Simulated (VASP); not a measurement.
# Au (P6_3/mmc) in VASP: single point with LDA

Aim: the single point of Au with LDA.

Program: VASP 6.6.1. These are calculated values, not measurements. Logs are shortened: lines on timing, memory, paths and dates and some standing lists are left out, and cuts for length are marked.

### 1 The cell of the first run

Symmetry: P6_3/mmc, No. 194, hexagonal system. The conventional cell has a = 2.854 Å, b = 2.854 Å, c = 4.800 Å, α = 90.00°, β = 90.00°, γ = 120.00°. Within 3.8 Å of Au (site symmetry -6m2) lie 12 Au at 2.85 to 2.91 Å.

This isn't the form of Au at room conditions, which is fcc.

### 2 Single point, LDA (16.93 Å³/atom)

File INCAR:

```
  PREC = Accurate
  ENCUT = 500
  EDIFF = 1E-6
  ISMEAR = -1
  SIGMA = 0.15
  LREAL = F
  LASPH = T
  NELM = 120
  ALGO = Normal
  ISIF = 2
  LWAVE = F
  LCHARG = F
  GGA = CA
  NBANDS = 26
  GGA_COMPAT = F
```

File KPOINTS:

```
Automatic mesh
0
Gamma
  18 18 10
```

File POSCAR:

```
Au
1.0
    2.8536492012      0.0000000000      0.0000000000
   -1.4268246006      2.4713327018      0.0000000000
    0.0000000000      0.0000000000      4.8004909313
Au
2
Direct
    0.3333333333      0.6666666667      0.7500000000
    0.6666666667      0.3333333333      0.2500000000
```

Potentials or basis: VASP PAW LDA potentials, release 64 (Au_sv_GW).

Run with:

```sh
> cat potpaw_LDA.64/Au_sv_GW/POTCAR > POTCAR
> mpirun -np 1 vasp_std > vasp.out
```

OUTCAR:

```text
PREC = Accurate
   ENCUT = 500
   EDIFF = 1E-6
   ISMEAR = -1
   LREAL = F
   LASPH = T
   NELM = 120
   ISIF = 2
   GGA = CA

 ion  position               nearest neighbor table
   1  0.333  0.667  0.750-   2 2.91   2 2.91   2 2.91   2 2.91   2 2.91   2 2.91
   2  0.667  0.333  0.250-   1 2.91   1 2.91   1 2.91   1 2.91   1 2.91   1 2.91

  LATTYP: Found a hexagonal cell.
 ALAT       =     2.8536492012
 C/A-ratio  =     1.6822288210

  Lattice vectors:

 A1 = (   2.8536492012,   0.0000000000,   0.0000000000)
 A2 = (  -1.4268246006,   2.4713327018,   0.0000000000)
 A3 = (   0.0000000000,   0.0000000000,   4.8004909313)

Analysis of symmetry for initial positions (statically):
=====================================================================
 Subroutine PRICEL returns:
 Original cell was already a primitive cell.

 Routine SETGRP: Setting up the symmetry group for a
 hexagonal supercell.

 Subroutine GETGRP returns: Found 24 space group operations
 (whereof 12 operations were pure point group operations)
 out of a pool of 24 trial point group operations.

The static configuration has the point symmetry D_3d.
 The point group associated with its full space group is D_6h.

Analysis of symmetry for dynamics (positions and initial velocities):
=====================================================================
 Subroutine PRICEL returns:
 Original cell was already a primitive cell.

 Routine SETGRP: Setting up the symmetry group for a
 hexagonal supercell.

 Subroutine GETGRP returns: Found 24 space group operations
 (whereof 12 operations were pure point group operations)
 out of a pool of 24 trial point group operations.

The dynamic configuration has the point symmetry D_3d.
 The point group associated with its full space group is D_6h.

 Subroutine INISYM returns: Found 24 space group operations
 (whereof 12 operations are pure point group operations),
 and found     1 'primitive' translations

----------------------------------------------------------------------------------------

                                     Primitive cell

  volume of cell :      33.8546

  direct lattice vectors                    reciprocal lattice vectors
     2.853649201  0.000000000  0.000000000     0.350428497  0.202319987  0.000000000
    -1.426824601  2.471332702  0.000000000     0.000000000  0.404639974  0.000000000
     0.000000000  0.000000000  4.800490931     0.000000000  0.000000000  0.208312028

  length of vectors
[... 72 lines left out ...]
 SYSTEM =  unknown system
   PREC   = accura    normal or accurate (medium, high low for compatibility)
   ISTART =      0    job   : 0-new  1-cont  2-samecut
   ICHARG =      2    charge: 1-file 2-atom 10-const
   ISPIN  =      1    spin polarized calculation?
   LNONCOLLINEAR =      F non collinear calculations
   LSORBIT =      F    spin-orbit coupling
   LASPH  =      T    aspherical Exc in radial PAW
   ENCUT  =  500.0 eV  36.75 Ry    6.06 a.u.   5.20  5.20  8.75*2*pi/ulx,y,z
   NELM   =    120;   NELMIN=  2; NELMDL= -5     # of ELM steps
   EDIFF  = 0.1E-05   stopping-criterion for ELM
   LREAL  =      F    real-space projection
   EDIFFG = 0.1E-04   stopping-criterion for IOM
   NSW    =      0    number of steps for IOM
   IBRION =     -1    ionic relax: 0-MD 1-quasi-New 2-CG
   NFREE  =      0    steps in history (QN), initial steepest desc. (CG)
   ISIF   =      2    stress and relaxation
   ISYM   =      2    0-nonsym 1-usesym 2-fastsym
   POTIM  = 0.5000    time-step for ionic-motion
   TEBEG  =    0.0;   TEEND  =   0.0 temperature during run
   PSTRESS=    0.0 pullay stress
   NELECT =      38.0000    total number of electrons
   NUPDOWN=      -1.0000    fix difference up-down
   EMIN   =  10.00;   EMAX   =-10.00  energy-range for DOS
   EFERMI =   0.00;   METHOD = LEGACY
   ISMEAR =    -1;   SIGMA  =   0.15  broadening in eV -4-tet -1-fermi 0-gaus
   EFERMI_NEDOS =   21; number of points for ismear=-14 and -15
   IALGO  =     38    algorithm
   IMIX   =      4    mixing-type and parameters
     AMIX     =   0.40;   BMIX     =  1.00
     AMIX_MAG =   1.60;   BMIX_MAG =  1.00
  volume/ion in A,a.u.               =      16.93       114.23
  Fermi-wavevector in a.u.,A,eV,Ry     =   1.701363  3.215109 39.383895  2.894635
  Thomas-Fermi vector in A             =   2.781329
   LORBIT       =      0    0 simple, 1 ext, 2 COOP (PROOUT), +10 PAW based schemes
   GGA     = CA    functional components
   LHFCALC =     F    Hartree Fock is set to
   AEXX    =    0.0000 exact exchange contribution
   IVDW    =     0    specifies the selected vdW correction
   LEPSILON=     F    determine dielectric tensor
   LRPA    =     F    only Hartree local field effects (RPA)
 non-spin polarized calculation
  energy-cutoff  :      500.00
  volume of cell :       33.85
 maximum number of plane-waves:       881
 NGX is ok and might be reduce to    24
   NGX = 11   NGY = 11   NGZ = 17

 number of electron      38.0000002 magnetization

 Free energy of the ion-electron system (eV)
  ---------------------------------------------------
  ext. energy  EPLUGINS =         0.00000000
  ---------------------------------------------------
  free energy    TOTEN  =        -7.57502081 eV

  energy without entropy =       -7.52813007  energy(sigma->0) =       -7.55157544

 E-fermi :   8.5953     XC(G=0): -13.7019

 val. band max:        8.5908175053   @ k =   0.4444   0.0556   0.2000
 cond. band min:       8.6053215348   @ k =   0.2778   0.2222   0.2000
 fundamental gap:      0.0145040295
 Fermi energy:         8.5953253324

 k-point     1 :       0.0000    0.0000    0.0000
  band No.  band energies     occupation
      1     -96.5864      2.00000
      2     -96.5757      2.00000
      3     -48.2975      2.00000
      4     -48.1239      2.00000
      5     -48.1239      2.00000
      6     -48.0948      2.00000
[... 685 lines left out ...]
     25      20.8725      0.00000
     26      23.2918      0.00000

 [... further k-points ...]
[... 5 lines left out ...]
  --------------------------------------------------------------------------------------
  -------------------------------------------------------------------------------------
  Total       -0.9678089     -0.9678089     -1.0173785      0.0000000      0.0000000      0.0000000
  in kB      -45.8018183    -45.8018183    -48.1477170      0.0000000      0.0000000      0.0000000
  external PRESSURE =     -46.5837846 kB  Pullay stress =       0.0000000 kB

 VOLUME and BASIS-vectors are now :
 -----------------------------------------------------------------------------
  energy-cutoff  :      500.00
  volume of cell :       33.85
      direct lattice vectors                 reciprocal lattice vectors
     2.853649201  0.000000000  0.000000000     0.350428497  0.202319987  0.000000000
    -1.426824601  2.471332702  0.000000000     0.000000000  0.404639974  0.000000000
     0.000000000  0.000000000  4.800490931     0.000000000  0.000000000  0.208312028

 POSITION                                       TOTAL-FORCE (eV/Angst)
 -----------------------------------------------------------------------------------
     -0.00000      1.64756      3.60037         0.000000      0.000000      0.000000
      1.42682      0.82378      1.20012        -0.000000      0.000000      0.000000
 -----------------------------------------------------------------------------------
    total drift:                               -0.000000      0.000000     -0.000000

  FREE ENERGIE OF THE ION-ELECTRON SYSTEM (eV)
  ---------------------------------------------------
  free  energy   TOTEN  =        -7.5750208142 eV

  energy  without entropy=       -7.5281300674  energy(sigma->0) =       -7.55157544
```

stdout:

```text
POSCAR found type information on POSCAR Au
 POSCAR found :  1 types and       2 ions
 scaLAPACK will be used
 LDA part: xc-table for (Slater(with rela. corr.)+CA(PZ))
 , standard interpolation
 POSCAR, INCAR and KPOINTS ok, starting setup
 FFT: planning ... GRIDC
 FFT: planning ... GRID_SOFT
 FFT: planning ... GRID
 WAVECAR not read
 entering main loop
```

Run time: 2.3 min. Hardware: 1 thread of Intel Xeon Platinum 8259CL at 2.50GHz (Skylake/Cascade Lake), shared host; peak memory 0.26 GiB.

What came out:

| Quantity | Value |
| --- | --- |
| Free energy | -7.5750 eV |
| Pressure | -4.7 GPa |
| Band gap on the k mesh | zero (bands 19 and 20 overlap by 7.00 eV) |

Caveat: the cell stands under tension; spin-orbit coupling is left out, which moves the levels of the heavy elements.
